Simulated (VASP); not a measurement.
# CdS (P6_3/mmc) in VASP: a series of runs

Runs on CdS. Level: PBE. Tasks: single point.

Everything below comes from runs of VASP 6.6.1. Logs are shortened: lines on timing, memory, paths and dates and some standing lists are left out, and cuts for length are marked.

## (1) The cell of the first run

Symmetry: P6_3/mmc, No. 194, hexagonal system. Conventional cell: a = 4.342 Å, b = 4.342 Å, c = 5.712 Å, α = 90.00°, β = 90.00°, γ = 120.00°. Cd (site symmetry -6m2) has 5 S at 2.51 to 2.86 Å within 3.3 Å. Within 3.3 Å of S (site symmetry -6m2) lie 5 Cd at 2.51 to 2.86 Å.

## (2) Single point, PBE (23.31 Å³/atom)

The input, INCAR:

```
SYSTEM = CdS
PREC = Accurate ; ENCUT = 520
EDIFF = 1E-6 ; ISMEAR = 0
SIGMA = 0.01 ; LREAL = .FALSE.
LASPH = .TRUE. ; NELM = 100
ALGO = Normal ; ISIF = 2
LWAVE = .FALSE. ; LCHARG = .FALSE.
GGA = PE ; NBANDS = 26
```

The input, KPOINTS:

```
regular mesh
0
G
  6 6 4
  0 0 0
```

The input, POSCAR:

```
CdS
1.0
    4.3420019216      0.0000000000      0.0000000000
   -2.1710009608      3.7602839674      0.0000000000
    0.0000000000      0.0000000000      5.7117725773
Cd S
2 2
Direct
    0.3333333333      0.6666666667      0.2500000000
    0.6666666667      0.3333333333      0.7500000000
    0.6666666667      0.3333333333      0.2500000000
    0.3333333333      0.6666666667      0.7500000000
```

Potentials or basis: VASP PAW PBE potentials, release 64 (Cd, S).

Run with:

```sh
cat potpaw_PBE.64/Cd/POTCAR potpaw_PBE.64/S/POTCAR > POTCAR
mpirun -np 1 vasp_std > vasp.out
```

OUTCAR:

```text
SYSTEM = CdS
   PREC = Accurate
   ENCUT = 520
   EDIFF = 1E-6
   ISMEAR = 0
   LREAL = .FALSE.
   LASPH = .TRUE.
   NELM = 100
   ISIF = 2
   GGA = PE

 ion  position               nearest neighbor table
   1  0.333  0.667  0.250-   3 2.51   3 2.51   3 2.51   4 2.86   4 2.86
   2  0.667  0.333  0.750-   4 2.51   4 2.51   4 2.51   3 2.86   3 2.86
   3  0.667  0.333  0.250-   1 2.51   1 2.51   1 2.51   2 2.86   2 2.86
   4  0.333  0.667  0.750-   2 2.51   2 2.51   2 2.51   1 2.86   1 2.86

  LATTYP: Found a hexagonal cell.
 ALAT       =     4.3420019216
 C/A-ratio  =     1.3154698410

  Lattice vectors:

 A1 = (   4.3420019216,   0.0000000000,   0.0000000000)
 A2 = (  -2.1710009608,   3.7602839674,   0.0000000000)
 A3 = (   0.0000000000,   0.0000000000,   5.7117725773)

Analysis of symmetry for initial positions (statically):
=====================================================================
 Subroutine PRICEL returns:
 Original cell was already a primitive cell.

 Routine SETGRP: Setting up the symmetry group for a
 hexagonal supercell.

 Subroutine GETGRP returns: Found 24 space group operations
 (whereof 12 operations were pure point group operations)
 out of a pool of 24 trial point group operations.

The static configuration has the point symmetry D_3d.
 The point group associated with its full space group is D_6h.

Analysis of symmetry for dynamics (positions and initial velocities):
=====================================================================
 Subroutine PRICEL returns:
 Original cell was already a primitive cell.

 Routine SETGRP: Setting up the symmetry group for a
 hexagonal supercell.

 Subroutine GETGRP returns: Found 24 space group operations
 (whereof 12 operations were pure point group operations)
 out of a pool of 24 trial point group operations.

The dynamic configuration has the point symmetry D_3d.
 The point group associated with its full space group is D_6h.

 Subroutine INISYM returns: Found 24 space group operations
 (whereof 12 operations are pure point group operations),
 and found     1 'primitive' translations

----------------------------------------------------------------------------------------

                                     Primitive cell

  volume of cell :      93.2570

  direct lattice vectors                    reciprocal lattice vectors
     4.342001922  0.000000000  0.000000000     0.230308512  0.132968681  0.000000000
    -2.171000961  3.760283967  0.000000000     0.000000000  0.265937362  0.000000000
     0.000000000  0.000000000  5.711772577     0.000000000  0.000000000  0.175076999

  length of vectors
     4.342001922  4.342001922  5.711772577     0.265937362  0.265937362  0.175076999

  position of ions in fractional coordinates (direct lattice)
     0.333333333  0.666666667  0.250000000
     0.666666667  0.333333333  0.750000000
     0.666666667  0.333333333  0.250000000
     0.333333333  0.666666667  0.750000000

  ion indices of the primitive-cell ions
   primitive index   ion index
                 1           1
                 2           2
                 3           3
                 4           4

----------------------------------------------------------------------------------------

 KPOINTS: regular mesh

Automatic generation of k-mesh.
 Grid dimensions read from file:
 generate k-points for:    6    6    4

 Generating k-lattice:

  Cartesian coordinates                     Fractional coordinates (reciprocal lattice)
     0.038384752  0.022161447  0.000000000     0.166666667  0.000000000  0.000000000
     0.000000000  0.044322894  0.000000000     0.000000000  0.166666667  0.000000000
     0.000000000  0.000000000  0.043769250     0.000000000  0.000000000  0.250000000

  Length of vectors
     0.044322894  0.044322894  0.043769250

  Shift w.r.t. Gamma in fractional coordinates (k-lattice)
     0.000000000  0.000000000  0.000000000

 Subroutine IBZKPT returns following result:
 ===========================================

 Found     21 irreducible k-points:

 Following reciprocal coordinates:
            Coordinates               Weight
  0.000000  0.000000  0.000000      1.000000
  0.166667  0.000000  0.000000      6.000000
  0.333333 -0.000000  0.000000      6.000000
  0.500000  0.000000  0.000000      3.000000
  0.166667  0.166667  0.000000      6.000000
  0.333333  0.166667  0.000000     12.000000
[... 13 lines left out ...]
  0.333333  0.166667  0.500000     12.000000
  0.333333  0.333333  0.500000      2.000000
   k-points           NKPTS =     21   k-points in BZ     NKDIM =     21   number of bands    NBANDS=     26
   number of dos      NEDOS =    301   number of ions     NIONS =      4
   total plane-waves  NPLWV =  43008
   dimension x,y,z NGX =    32 NGY =   32 NGZ =   42
   dimension x,y,z NGXF=    64 NGYF=   64 NGZF=   84
   ions per type =               2   2
   NGX,Y,Z   is equivalent  to a cutoff of  12.25, 12.25, 12.22 a.u.
   NGXF,Y,Z  is equivalent  to a cutoff of  24.50, 24.50, 24.45 a.u.
 SYSTEM =  CdS
   PREC   = accura    normal or accurate (medium, high low for compatibility)
   ISTART =      0    job   : 0-new  1-cont  2-samecut
   ICHARG =      2    charge: 1-file 2-atom 10-const
   ISPIN  =      1    spin polarized calculation?
   LNONCOLLINEAR =      F non collinear calculations
   LSORBIT =      F    spin-orbit coupling
   LASPH  =      T    aspherical Exc in radial PAW
   ENCUT  =  520.0 eV  38.22 Ry    6.18 a.u.   8.07  8.07 10.62*2*pi/ulx,y,z
   NELM   =    100;   NELMIN=  2; NELMDL= -5     # of ELM steps
   EDIFF  = 0.1E-05   stopping-criterion for ELM
   LREAL  =      F    real-space projection
   EDIFFG = 0.1E-04   stopping-criterion for IOM
   NSW    =      0    number of steps for IOM
   IBRION =     -1    ionic relax: 0-MD 1-quasi-New 2-CG
   NFREE  =      0    steps in history (QN), initial steepest desc. (CG)
   ISIF   =      2    stress and relaxation
   ISYM   =      2    0-nonsym 1-usesym 2-fastsym
   POTIM  = 0.5000    time-step for ionic-motion
   TEBEG  =    0.0;   TEEND  =   0.0 temperature during run
   PSTRESS=    0.0 pullay stress
   NELECT =      36.0000    total number of electrons
   NUPDOWN=      -1.0000    fix difference up-down
   EMIN   =  10.00;   EMAX   =-10.00  energy-range for DOS
   EFERMI =   0.00;   METHOD = LEGACY
   ISMEAR =     0;   SIGMA  =   0.01  broadening in eV -4-tet -1-fermi 0-gaus
   EFERMI_NEDOS =   21; number of points for ismear=-14 and -15
   IALGO  =     38    algorithm
   IMIX   =      4    mixing-type and parameters
     AMIX     =   0.40;   BMIX     =  1.00
     AMIX_MAG =   1.60;   BMIX_MAG =  1.00
  volume/ion in A,a.u.               =      23.31       157.33
  Fermi-wavevector in a.u.,A,eV,Ry     =   1.192015  2.252582 19.332523  1.420900
  Thomas-Fermi vector in A             =   2.328063
   LORBIT       =      0    0 simple, 1 ext, 2 COOP (PROOUT), +10 PAW based schemes
   GGA     = PE    functional components
   LHFCALC =     F    Hartree Fock is set to
   AEXX    =    0.0000 exact exchange contribution
   IVDW    =     0    specifies the selected vdW correction
   LEPSILON=     F    determine dielectric tensor
   LRPA    =     F    only Hartree local field effects (RPA)
 non-spin polarized calculation
 Gauss-broadening in eV      SIGMA  =   0.01
  energy-cutoff  :      520.00
  volume of cell :       93.26
 maximum number of plane-waves:      2524
   NGX = 17   NGY = 17   NGZ = 21

 number of electron      35.9999980 magnetization

 Free energy of the ion-electron system (eV)
  ---------------------------------------------------
  ext. energy  EPLUGINS =         0.00000000
  ---------------------------------------------------
  free energy    TOTEN  =       -11.84789075 eV

  energy without entropy =      -11.84789075  energy(sigma->0) =      -11.84789075

 E-fermi :   1.9651     XC(G=0):  -9.4670

 val. band max:        1.8610605091   @ k =   0.3333   0.3333   0.5000
 cond. band min:       2.9487128376   @ k =   0.0000   0.0000   0.0000
 fundamental gap:      1.0876523285
 Fermi energy:         1.9650593502

 k-point     1 :       0.0000    0.0000    0.0000
  band No.  band energies     occupation
      1     -10.7660      2.00000
      2     -10.0322      2.00000
      3      -6.0484      2.00000
      4      -6.0484      2.00000
      5      -6.0330      2.00000
      6      -6.0330      2.00000
[... 18 lines left out ...]
     25      10.9399      0.00000
     26      11.1248      0.00000

 k-point     2 :       0.1667    0.0000    0.0000
  band No.  band energies     occupation
      1     -10.6598      2.00000
      2     -10.0065      2.00000
      3      -5.9967      2.00000
      4      -5.9905      2.00000
      5      -5.9829      2.00000
      6      -5.9648      2.00000
[... 18 lines left out ...]
     25       9.7249      0.00000
     26      10.6736      0.00000

 k-point     3 :       0.3333   -0.0000    0.0000
  band No.  band energies     occupation
      1     -10.4157      2.00000
      2      -9.9823      2.00000
      3      -5.8686      2.00000
      4      -5.8494      2.00000
      5      -5.8166      2.00000
      6      -5.7814      2.00000
[... 18 lines left out ...]
     25      10.2409      0.00000
     26      10.4550      0.00000

 k-point     4 :       0.5000    0.0000    0.0000
  band No.  band energies     occupation
      1     -10.2550      2.00000
      2     -10.0069      2.00000
      3      -5.8041      2.00000
      4      -5.7398      2.00000
      5      -5.7353      2.00000
      6      -5.7284      2.00000
[... 18 lines left out ...]
     25      10.5231      0.00000
     26      12.1350      0.00000
[... 409 lines left out ...]
      1     -10.1555      2.00000
      2     -10.1555      2.00000
      3      -5.9500      2.00000
      4      -5.9500      2.00000
      5      -5.8908      2.00000
      6      -5.8908      2.00000
[... 18 lines left out ...]
     25       9.5746      0.00000
     26       9.5746      0.00000

 k-point    20 :       0.3333    0.1667    0.5000
  band No.  band energies     occupation
      1     -10.0423      2.00000
      2     -10.0423      2.00000
      3      -5.8872      2.00000
      4      -5.8872      2.00000
      5      -5.8145      2.00000
      6      -5.8145      2.00000
[... 18 lines left out ...]
     25      10.3129      0.00000
     26      10.3129      0.00000

 k-point    21 :       0.3333    0.3333    0.5000
  band No.  band energies     occupation
      1     -10.0050      2.00000
      2     -10.0050      2.00000
      3      -5.8979      2.00000
      4      -5.8979      2.00000
      5      -5.7574      2.00000
      6      -5.7574      2.00000
[... 18 lines left out ...]
     25       9.8310      0.00000
     26       9.8310      0.00000

------------------------ aborting loop because EDIFF is reached ----------------------------------------

  FORCE on cell =-STRESS in cart. coord.  units (eV):
  Direction    XX          YY          ZZ          XY          YZ          ZX
  --------------------------------------------------------------------------------------
  -------------------------------------------------------------------------------------
  Total        2.8933496      2.8933496      2.1045950      0.0000000     -0.0000000     -0.0000000
  in kB       49.7084177     49.7084177     36.1574307      0.0000000     -0.0000000     -0.0000000
  external PRESSURE =      45.1914221 kB  Pullay stress =       0.0000000 kB

 VOLUME and BASIS-vectors are now :
 -----------------------------------------------------------------------------
  energy-cutoff  :      520.00
  volume of cell :       93.26
      direct lattice vectors                 reciprocal lattice vectors
     4.342001922  0.000000000  0.000000000     0.230308512  0.132968681  0.000000000
    -2.171000961  3.760283967  0.000000000     0.000000000  0.265937362  0.000000000
     0.000000000  0.000000000  5.711772577     0.000000000  0.000000000  0.175076999

 POSITION                                       TOTAL-FORCE (eV/Angst)
 -----------------------------------------------------------------------------------
     -0.00000      2.50686      1.42794        -0.000000      0.000000     -0.000000
      2.17100      1.25343      4.28383        -0.000000     -0.000000     -0.000000
      2.17100      1.25343      1.42794         0.000000     -0.000000      0.000000
     -0.00000      2.50686      4.28383        -0.000000      0.000000      0.000000
 -----------------------------------------------------------------------------------
    total drift:                               -0.000000     -0.000000     -0.000000

  FREE ENERGIE OF THE ION-ELECTRON SYSTEM (eV)
  ---------------------------------------------------
  free  energy   TOTEN  =       -11.8478907460 eV

  energy  without entropy=      -11.8478907460  energy(sigma->0) =      -11.84789075
```

Wall time 35 s (1 thread of Intel Xeon Platinum 8259CL at 2.50GHz (Skylake/Cascade Lake), shared host); peak memory 0.21 GiB.

Results:

```yaml
Free_energy: -11.8479 eV
Pressure: 4.5 GPa
Band_gap_on_the_k_mesh: 1.09 eV (least direct gap 1.33 eV)
```

Caveat: the cell stands under pressure.

[end of part 1 of 2]
